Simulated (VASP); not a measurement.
# SiNi2 (Pnma) in VASP: further runs, part 2 of 2

VASP 6.6.1. Earlier steps stand in the parts before.

### 3 Single point, PBE+U, collinear spin, ferromagnetic start

Contents of INCAR:

```
SYSTEM = SiNi2
PREC = Accurate
ENCUT = 520
EDIFF = 1E-6
ISMEAR = -1
SIGMA = 0.05
LREAL = .FALSE.
LASPH = .TRUE.
NELM = 150
ALGO = Normal
ISIF = 2
LWAVE = .FALSE.
LCHARG = .FALSE.
ISPIN = 2
MAGMOM = 1 1 1 1 1 1 1 1 0 0 0 0
LORBIT = 11
LMAXMIX = 4
LDAU = .TRUE.
LDAUTYPE = 2
LDAUL = 2 -1
LDAUU = 5 0
LDAUJ = 0 0
LDAUPRINT = 1
GGA = PE
NBANDS = 64
```

Contents of KPOINTS:

```
Automatic mesh
0
G
  4 6 3
  0 0 0
```

Contents of POSCAR:

```
SiNi2
1.0
    4.9900000000      0.0000000000      0.0000000000
    0.0000000000      3.7200000000      0.0000000000
    0.0000000000      0.0000000000      7.0300000000
Ni Si
8 4
Direct
    0.3250000000      0.7500000000      0.9370000000
    0.6750000000      0.2500000000      0.0630000000
    0.1750000000      0.2500000000      0.4370000000
    0.8250000000      0.7500000000      0.5630000000
    0.4580000000      0.7500000000      0.2970000000
    0.5420000000      0.2500000000      0.7030000000
    0.0420000000      0.2500000000      0.7970000000
    0.9580000000      0.7500000000      0.2030000000
    0.7860000000      0.7500000000      0.8860000000
    0.2140000000      0.2500000000      0.1140000000
    0.7140000000      0.2500000000      0.3860000000
    0.2860000000      0.7500000000      0.6140000000
```

Potentials or basis: VASP PAW PBE potentials, release 64 (Ni, Si).

Started as:

```sh
$ cat potpaw_PBE.64/Ni/POTCAR potpaw_PBE.64/Si/POTCAR > POTCAR
$ mpirun -np 1 vasp_std > vasp.out
```

OUTCAR:

```text
SYSTEM = SiNi2
   PREC = Accurate
   ENCUT = 520
   EDIFF = 1E-6
   ISMEAR = -1
   LREAL = .FALSE.
   LASPH = .TRUE.
   NELM = 150
   ISIF = 2
   ISPIN = 2
   LORBIT = 11
   GGA = PE

 ion  position               nearest neighbor table
   1  0.325  0.750  0.937-  12 2.28  10 2.31  10 2.31   9 2.33   7 2.53   7 2.53   5 2.62   8 2.62
                             2 2.70   2 2.70   6 2.71   6 2.71   9 2.71
   2  0.675  0.250  0.063-  11 2.28   9 2.31   9 2.31  10 2.33   8 2.53   8 2.53   6 2.62   7 2.62
                             1 2.70   1 2.70   5 2.71   5 2.71  10 2.71
   3  0.175  0.250  0.437-  10 2.28  12 2.31  12 2.31  11 2.33   5 2.53   5 2.53   7 2.62   6 2.62
                             4 2.70   4 2.70   8 2.71   8 2.71  11 2.71
   4  0.825  0.750  0.563-   9 2.28  11 2.31  11 2.31  12 2.33   6 2.53   6 2.53   8 2.62   5 2.62
                             3 2.70   3 2.70   7 2.71   7 2.71  12 2.71
   5  0.458  0.750  0.297-  11 2.34  11 2.34  12 2.39   3 2.53   3 2.53  10 2.57  10 2.57   8 2.58
                             8 2.58   1 2.62   4 2.62   2 2.71   2 2.71
   6  0.542  0.250  0.703-  12 2.34  12 2.34  11 2.39   4 2.53   4 2.53   9 2.57   9 2.57   7 2.58
                             7 2.58   2 2.62   3 2.62   1 2.71   1 2.71
   7  0.042  0.250  0.797-   9 2.34   9 2.34  10 2.39   1 2.53   1 2.53  12 2.57  12 2.57   6 2.58
                             6 2.58   3 2.62   2 2.62   4 2.71   4 2.71
   8  0.958  0.750  0.203-  10 2.34  10 2.34   9 2.39   2 2.53   2 2.53  11 2.57  11 2.57   5 2.58
                             5 2.58   4 2.62   1 2.62   3 2.71   3 2.71
   9  0.786  0.750  0.886-   4 2.28   2 2.31   2 2.31   1 2.33   7 2.34   7 2.34   8 2.39   6 2.57
                             6 2.57   1 2.71  12 3.14  12 3.14
  10  0.214  0.250  0.114-   3 2.28   1 2.31   1 2.31   2 2.33   8 2.34   8 2.34   7 2.39   5 2.57
                             5 2.57   2 2.71  11 3.14  11 3.14
  11  0.714  0.250  0.386-   2 2.28   4 2.31   4 2.31   3 2.33   5 2.34   5 2.34   6 2.39   8 2.57
                             8 2.57   3 2.71  10 3.14  10 3.14
  12  0.286  0.750  0.614-   1 2.28   3 2.31   3 2.31   4 2.33   6 2.34   6 2.34   5 2.39   7 2.57
                             7 2.57   4 2.71   9 3.14   9 3.14

  LATTYP: Found a simple orthorhombic cell.
 ALAT       =     3.7200000000
 B/A-ratio  =     1.3413978495
 C/A-ratio  =     1.8897849462

  Lattice vectors:

 A1 = (   0.0000000000,  -3.7200000000,   0.0000000000)
 A2 = (   4.9900000000,   0.0000000000,   0.0000000000)
 A3 = (   0.0000000000,   0.0000000000,   7.0300000000)

Analysis of symmetry for initial positions (statically):
=====================================================================
 Subroutine PRICEL returns:
 Original cell was already a primitive cell.

 Routine SETGRP: Setting up the symmetry group for a
 simple orthorhombic supercell.

 Subroutine GETGRP returns: Found  8 space group operations
 (whereof  2 operations were pure point group operations)
 out of a pool of  8 trial point group operations.

The static configuration has the point symmetry S_2 .
 The point group associated with its full space group is D_2h.

Analysis of symmetry for dynamics (positions and initial velocities):
=====================================================================
 Subroutine PRICEL returns:
 Original cell was already a primitive cell.

 Routine SETGRP: Setting up the symmetry group for a
 simple orthorhombic supercell.

 Subroutine GETGRP returns: Found  8 space group operations
 (whereof  2 operations were pure point group operations)
 out of a pool of  8 trial point group operations.

The dynamic configuration has the point symmetry S_2 .
 The point group associated with its full space group is D_2h.

Analysis of structural, dynamic, and magnetic symmetry:
=====================================================================
 Subroutine PRICEL returns:
 Original cell was already a primitive cell.
[... 435 lines left out ...]

 number of electron      95.9999954 magnetization      -0.0006305

 Free energy of the ion-electron system (eV)
  ---------------------------------------------------
  ext. energy  EPLUGINS =         0.00000000
  ---------------------------------------------------
  free energy    TOTEN  =       -48.54791853 eV

  energy without entropy =      -48.51844259  energy(sigma->0) =      -48.53318056

 E-fermi :  10.4573     XC(G=0): -12.8871

 val. band max:       10.4427651138   @ k =   0.0000   0.5000   0.3333
 cond. band min:      10.4784705454   @ k =   0.5000   0.3333   0.3333
 fundamental gap:      0.0357054315
 Fermi energy:        10.4573298091

 spin component 1

 k-point     1 :       0.0000    0.0000    0.0000
  band No.  band energies     occupation
      1      -1.5942      1.00000
      2       0.8767      1.00000
      3       0.9063      1.00000
      4       2.5446      1.00000
      5       4.2359      1.00000
      6       4.4449      1.00000
[... 1501 lines left out ...]
     59      16.2682      0.00000
     60      16.2682      0.00000
 Fermi energy:        10.4573298091

 spin component 2

 k-point     1 :       0.0000    0.0000    0.0000
  band No.  band energies     occupation
      1      -1.5941      1.00000
      2       0.8768      1.00000
      3       0.9063      1.00000
      4       2.5446      1.00000
      5       4.2359      1.00000
      6       4.4448      1.00000
[... 1501 lines left out ...]
     59      16.2682      0.00000
     60      16.2682      0.00000
 [bands above 60 left out]

------------------------ aborting loop because EDIFF is reached ----------------------------------------

  FORCE on cell =-STRESS in cart. coord.  units (eV):
  Direction    XX          YY          ZZ          XY          YZ          ZX
  --------------------------------------------------------------------------------------
  -------------------------------------------------------------------------------------
  Total       -7.1188568     -7.2767987     -6.2519493      0.0000000      0.0000000      0.0000000
  in kB      -87.4021325    -89.3412728    -76.7586308      0.0000000      0.0000000      0.0000000
  external PRESSURE =     -84.5006787 kB  Pullay stress =       0.0000000 kB

 VOLUME and BASIS-vectors are now :
 -----------------------------------------------------------------------------
  energy-cutoff  :      520.00
  volume of cell :      130.50
      direct lattice vectors                 reciprocal lattice vectors
     4.990000000  0.000000000  0.000000000     0.200400802  0.000000000  0.000000000
     0.000000000  3.720000000  0.000000000     0.000000000  0.268817204  0.000000000
     0.000000000  0.000000000  7.030000000     0.000000000  0.000000000  0.142247511

 POSITION                                       TOTAL-FORCE (eV/Angst)
 -----------------------------------------------------------------------------------
      1.62175      2.79000      6.58711         0.203270     -0.000000      0.169464
      3.36825      0.93000      0.44289        -0.203270      0.000000     -0.169464
      0.87325      0.93000      3.07211        -0.203270      0.000000      0.169464
      4.11675      2.79000      3.95789         0.203270     -0.000000     -0.169464
      2.28542      2.79000      2.08791         0.086856      0.000000     -0.039147
      2.70458      0.93000      4.94209        -0.086856      0.000000      0.039147
      0.20958      0.93000      5.60291        -0.086856     -0.000000     -0.039147
      4.78042      2.79000      1.42709         0.086856      0.000000      0.039147
      3.92214      2.79000      6.22858        -0.059348     -0.000000      0.102541
      1.06786      0.93000      0.80142         0.059348     -0.000000     -0.102541
      3.56286      0.93000      2.71358         0.059348     -0.000000      0.102541
      1.42714      2.79000      4.31642        -0.059348      0.000000     -0.102541
 -----------------------------------------------------------------------------------
    total drift:                               -0.000000      0.000000      0.000000

  FREE ENERGIE OF THE ION-ELECTRON SYSTEM (eV)
  ---------------------------------------------------
  free  energy   TOTEN  =       -48.5479185344 eV

  energy  without entropy=      -48.5184425908  energy(sigma->0) =      -48.53318056

 total charge

# of ion       s       p       d       tot
------------------------------------------
    1        0.457   0.546   8.747   9.750
    2        0.457   0.546   8.747   9.750
    3        0.457   0.546   8.747   9.750
    4        0.457   0.546   8.747   9.750
    5        0.421   0.505   8.722   9.648
    6        0.421   0.505   8.722   9.648
    7        0.421   0.505   8.722   9.648
    8        0.421   0.505   8.722   9.648
    9        0.734   0.858   0.000   1.592
   10        0.734   0.858   0.000   1.592
   11        0.734   0.858   0.000   1.592
   12        0.734   0.858   0.000   1.592
--------------------------------------------------
tot          6.445   7.637  69.876  83.959

 magnetization (x)

# of ion       s       p       d       tot
------------------------------------------
    1       -0.000   0.000  -0.000  -0.000
    2       -0.000   0.000  -0.000  -0.000
    3       -0.000   0.000  -0.000  -0.000
    4       -0.000   0.000  -0.000  -0.000
    5        0.000   0.000  -0.000  -0.000
    6        0.000   0.000  -0.000  -0.000
    7        0.000   0.000  -0.000  -0.000
    8        0.000   0.000  -0.000  -0.000
    9        0.000   0.000   0.000   0.000
   10        0.000   0.000   0.000   0.000
   11        0.000   0.000   0.000   0.000
   12        0.000   0.000   0.000   0.000
--------------------------------------------------
tot          0.000   0.000  -0.000  -0.000
```

Wall time 8.5 min (1 thread of Oxide Virtual Turin-like, shared host); peak memory 0.41 GiB.

What came out:

* Free energy: -48.5479 eV
* Pressure: -8.5 GPa
* Largest force: 0.265 eV/Å
* Band gap on the k mesh: zero (filled and empty bands overlap)
* Net moment: 0.00 μB per cell
* Valence electrons inside the program's atomic spheres: Ni 9.75, 9.65 (each value once); Si 1.59

Forces on the atoms (eV/Å):
```
Ni   0.203  0.000  0.169
Ni  -0.203  0.000 -0.169
Ni  -0.203  0.000  0.169
Ni   0.203  0.000 -0.169
Ni   0.087  0.000 -0.039
Ni  -0.087  0.000  0.039
Ni  -0.087  0.000 -0.039
Ni   0.087  0.000  0.039
Si  -0.059  0.000  0.103
Si   0.059  0.000 -0.103
Si   0.059  0.000  0.103
Si  -0.059  0.000 -0.103
```

Eigenvalues of the final occupation matrices:
```
    site  spin  trace               eigenvalues
site 1 d     1   4.39  0.86 0.87 0.88 0.88 0.90
site 1 d     2   4.39  0.86 0.87 0.88 0.88 0.90
site 2 d     1   4.39  0.86 0.87 0.88 0.88 0.90
site 2 d     2   4.39  0.86 0.87 0.88 0.88 0.90
site 3 d     1   4.39  0.86 0.87 0.88 0.88 0.90
site 3 d     2   4.39  0.86 0.87 0.88 0.88 0.90
site 4 d     1   4.39  0.86 0.87 0.88 0.88 0.90
site 4 d     2   4.39  0.86 0.87 0.88 0.88 0.90
site 5 d     1   4.38  0.84 0.87 0.88 0.88 0.91
site 5 d     2   4.38  0.84 0.87 0.88 0.88 0.91
site 6 d     1   4.38  0.84 0.87 0.88 0.88 0.91
site 6 d     2   4.38  0.84 0.87 0.88 0.88 0.91
```

Caveat: the cell stands under tension; the U is typed as a test and isn't derived for this compound.
